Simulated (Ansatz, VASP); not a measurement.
**One calculation of Ti, two programs**

```
Ti
1.0
     0.00000    2.78382    2.78382
     2.78382    0.00000    2.78382
     2.78382    2.78382    0.00000
Ti
2
Direct
  0.12500 0.12500 0.12500
  0.87500 0.87500 0.87500
```

Alike in both runs: functional r2SCAN; k mesh 10 × 10 × 10; occupations fermi-dirac, width 0.1 eV; no spin polarisation.

Ansatz relaxed the structure, and its values are those at the end. VASP's run is a single point on that final structure, the one shown.

|  | VASP | Ansatz |
| --- | --- | --- |
| version | VASP 6.6.1 | Ansatz 0.2.0 |
| potentials or method | VASP PAW PBE potentials, release 64 (Ti_sv), cutoff 520 eV | plane waves (500 eV) with PAW, scalar-relativistic |
| valence electrons in the cell | 24 | 24 |

|  | VASP | Ansatz | Ansatz less VASP |
| --- | --- | --- | --- |
| pressure (GPa) | 0.4 | 0.0 | -0.39 |

VASP's potentials were made for PBE, not for r2SCAN.
